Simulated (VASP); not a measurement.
# Ti3C in VASP: a series of runs, part 2 of 2

VASP 6.6.1. Earlier steps stand in the parts before.

### Step 3. Single point, PBEsol

INCAR reads:

```
SYSTEM = Ti3C
  ALGO = Normal
  DIPOL = 0.5 0.5 0.361
  EDIFF = 1E-7
  ENCUT = 520
  GGA = PS
  IDIPOL = 3
  ISIF = 2
  ISMEAR = 0
  LASPH = .True.
  LCHARG = .False.
  LDIPOL = .True.
  LREAL = .False.
  LWAVE = .False.
  NBANDS = 28
  NELM = 100
  PREC = Accurate
  SIGMA = 0.1
```

KPOINTS reads:

```
k-points
0
Gamma
  10 10 1
  0 0 0
```

POSCAR reads:

```
Ti3C
1.0
    2.7797925781      0.0000000000      0.0000000000
   -0.9265975260      2.6208135764      0.0000000000
    0.0000000000      0.0000000000     19.7756614792
Ti C
3 1
Direct
    0.5000000000      0.5000000000      0.2022688346
    0.0000000000      0.0000000000      0.3106574497
    0.5000000000      0.5000000000      0.4184771006
    0.5000000000      0.6666666667      0.5112014939
```

Potentials or basis: VASP PAW PBE potentials, release 64 (Ti_sv, C).

Launch:

```bash
$ cat potpaw_PBE.64/Ti_sv/POTCAR potpaw_PBE.64/C/POTCAR > POTCAR
$ mpirun -np 1 vasp_std > vasp.out
```

Wall time 3.6 min (1 thread of Intel Xeon 6975P-C (Granite Rapids), shared host); peak memory 0.37 GiB.

Results (log left out):

| Property | Result |
| --- | --- |
| Free energy | -28.5065 eV |
| Largest force | 1.277 eV/Å |
| Band gap on the k mesh | zero (band 20 reaches 0.19 eV, above the bottom of band 21 at -0.37 eV) |

Forces on the atoms (eV/Å):
```
Ti  -0.053 -0.039  0.007
Ti   0.065  0.239 -0.356
Ti   0.387 -1.175  0.317
C   -0.399  0.975  0.032
```

Levels at points of the mesh, in eV from the Fermi level:
```
           k point  band 18  band 19  band 20  band 21  band 22  band 23
(0.00, 0.00, 0.00)    -0.42    -0.03     0.19     0.90     1.09     1.12
(0.50, 0.00, 0.00)    -0.53    -0.40    -0.12    -0.03     0.84     1.19
(0.00, 0.50, 0.00)    -0.69    -0.40    -0.20     0.07     0.85     1.32
(0.50, 0.50, 0.00)    -1.45    -0.54    -0.50     0.34     0.44     1.86
```

Caveat: the PAW data sets were made with another functional, which shifts forces and pressure a little.

### Step 4. Single point, PBEsol

INCAR reads:

```
  PREC = Accurate
  ENCUT = 520
  EDIFF = 1E-6
  ISMEAR = 0
  SIGMA = 0.1
  LREAL = F
  LASPH = T
  NELM = 80
  ALGO = Normal
  ISIF = 2
  LWAVE = F
  LCHARG = F
  LDIPOL = T
  IDIPOL = 3
  DIPOL = 0.5 0.5 0.357
  GGA = PS
  NBANDS = 28
```

KPOINTS reads:

```
Automatic mesh
0
Gamma
  10 10 1
```

Edit POSCAR of step 3 so:

```diff
@@ -11,2 +11,2 @@
     0.5000000000      0.5000000000      0.4184771006
-    0.5000000000      0.6666666667      0.5112014939
+    0.6666666667      0.8333333333      0.4984583456
```

Launch:

```bash
$ cat potpaw_PBE.64/Ti_sv/POTCAR potpaw_PBE.64/C/POTCAR > POTCAR
$ mpirun -np 1 vasp_std > vasp.out
```

Run time: 3.3 min. Hardware: 1 thread of Intel Xeon 6975P-C (Granite Rapids), shared host; peak memory 0.37 GiB.

The run converged. Its results:

| Property | Result |
| --- | --- |
| Free energy | -29.1359 eV |
| Largest force | 2.580 eV/Å |
| Band gap on the k mesh | zero (band 20 reaches 0.06 eV, above the bottom of band 21 at -0.36 eV) |

Forces in eV/Å, atoms in the order of the input:
```
Ti  -0.079 -0.073  0.056
Ti   0.263  0.490 -0.590
Ti  -0.543 -2.477  0.475
C    0.359  2.060  0.059
```

Levels at points of the mesh, in eV from the Fermi level:
```
           k point  band 18  band 19  band 20  band 21  band 22  band 23
(0.00, 0.00, 0.00)    -0.35    -0.05     0.16     0.83     1.00     1.18
(0.50, 0.00, 0.00)    -0.58    -0.37    -0.21     0.16     0.67     1.22
(0.00, 0.50, 0.00)    -0.75    -0.36    -0.22     0.20     0.78     1.24
(0.50, 0.50, 0.00)    -1.65    -0.55    -0.30     0.35     1.09     1.87
```

Caveat: the PAW data sets were made with another functional, which shifts forces and pressure a little.

### Step 5. Single point, PBEsol

INCAR reads:

```
SYSTEM = Ti3C
PREC = Accurate
ENCUT = 520
EDIFF = 1E-6
ISMEAR = 0
SIGMA = 0.1
LREAL = .FALSE.
LASPH = .TRUE.
NELM = 80
ALGO = Normal
ISIF = 2
LWAVE = .FALSE.
LCHARG = .TRUE.
LDIPOL = .TRUE.
IDIPOL = 3
DIPOL = 0.5 0.5 0.354
GGA = PS
LELF = .TRUE.
LVHAR = .TRUE.
LVACPOTAV = .TRUE.
NBANDS = 28
```

KPOINTS reads:

```
regular mesh
0
G
  10 10 1
  0 0 0
```

Edit POSCAR of step 4 so:

```diff
@@ -11,2 +11,2 @@
     0.5000000000      0.5000000000      0.4184771006
-    0.6666666667      0.8333333333      0.4984583456
+    0.6666666667      1.1666666667      0.4854168921
```

Potentials or basis: VASP PAW PBE potentials, release 64 (Ti_sv, C).

Launch:

```bash
$ cat potpaw_PBE.64/Ti_sv/POTCAR potpaw_PBE.64/C/POTCAR > POTCAR
$ mpirun -np 1 vasp_std > vasp.out
```

OUTCAR:

```text
SYSTEM = Ti3C
   PREC = Accurate
   ENCUT = 520
   EDIFF = 1E-6
   ISMEAR = 0
   LREAL = .FALSE.
   LASPH = .TRUE.
   NELM = 80
   ISIF = 2
   GGA = PS

 ion  position               nearest neighbor table
   1  0.500  0.500  0.202-   2 2.68   2 2.68
   2  0.000  0.000  0.311-   3 2.67   3 2.67   1 2.68   1 2.68
   3  0.500  0.500  0.418-   4 1.76   4 2.20   2 2.67   2 2.67
   4  0.667  0.167  0.485-   3 1.76   3 2.20

  LATTYP: Found a base centered orthorhombic cell.
 ALAT       =     3.2098279866
[... 949 lines left out ...]
  --------------------------------------------------------------------------------------
  -------------------------------------------------------------------------------------
  Total        1.0218279      1.4397581      2.1628004     -1.1309072     -1.8672691      2.3280388
  in kB       11.3634135     16.0110780     24.0517945    -12.5764480    -20.7652879     25.8893570
  external PRESSURE =      17.1420954 kB  Pullay stress =       0.0000000 kB

 VOLUME and BASIS-vectors are now :
 -----------------------------------------------------------------------------
  energy-cutoff  :      520.00
  volume of cell :      144.07
      direct lattice vectors                 reciprocal lattice vectors
     2.779792578  0.000000000  0.000000000     0.359739071  0.127186968  0.000000000
    -0.926597526  2.620813576  0.000000000     0.000000000  0.381560905  0.000000000
     0.000000000  0.000000000 19.775661479     0.000000000  0.000000000  0.050567209

 POSITION                                       TOTAL-FORCE (eV/Angst)
 -----------------------------------------------------------------------------------
      0.92660      1.31041      4.00000         0.063450      0.018063      0.089891
      0.00000      0.00000      6.14346        -0.091922     -0.037063     -1.169644
      0.92660      1.31041      8.27566        -1.787111      1.431134      1.024371
      1.69876      0.43680      9.59944         1.815584     -1.412134      0.055382
 -----------------------------------------------------------------------------------
    total drift:                               -0.000014      0.000014     -0.000530

  FREE ENERGIE OF THE ION-ELECTRON SYSTEM (eV)
  ---------------------------------------------------
  free  energy   TOTEN  =       -29.8319043767 eV

  energy  without entropy=      -29.7953720055  energy(sigma->0) =      -29.81363819

 vacuum level on the upper side and lower side of the slab         6.346         4.295
```

OSZICAR:

```text
N       E                     dE             d eps       ncg     rms          rms(c)
DAV:   1     0.479637493809E+03    0.47964E+03   -0.21817E+04  3216   0.145E+03
DAV:   2     0.288962844879E+02   -0.45074E+03   -0.44188E+03  3112   0.455E+02
DAV:   3    -0.280949105571E+02   -0.56991E+02   -0.55814E+02  5444   0.141E+02
[... 20 lines left out ...]
DAV:  24    -0.298318436694E+02   -0.66520E-04   -0.68863E-06  3024   0.142E-02    0.114E-02
DAV:  25    -0.298318815011E+02   -0.37832E-04   -0.14896E-05  2932   0.144E-02    0.405E-03
DAV:  26    -0.298318975318E+02   -0.16031E-04   -0.22736E-06  2480   0.778E-03    0.163E-03
DAV:  27    -0.298319039508E+02   -0.64189E-05   -0.11601E-06  2228   0.471E-03    0.176E-03
DAV:  28    -0.298319043767E+02   -0.42597E-06   -0.14839E-07  1796   0.236E-03
   1 F= -.29831904E+02 E0= -.29813638E+02  d E =-.365324E-01
```

It took 5.7 min on 1 thread of Intel Xeon Platinum 8259CL at 2.50GHz (Skylake/Cascade Lake), shared host; peak memory 0.37 GiB.

What came out:

- Free energy: -29.8319 eV
- Largest force: 2.508 eV/Å
- Band gap on the k mesh: zero (band 20 reaches 0.28 eV, above the bottom of band 21 at -0.39 eV)

Forces on the atoms (eV/Å):
```
Ti   0.063  0.018  0.090
Ti  -0.092 -0.037 -1.170
Ti  -1.787  1.431  1.024
C    1.816 -1.412  0.055
```

Caveat: the PAW data sets were made with another functional, which shifts forces and pressure a little.
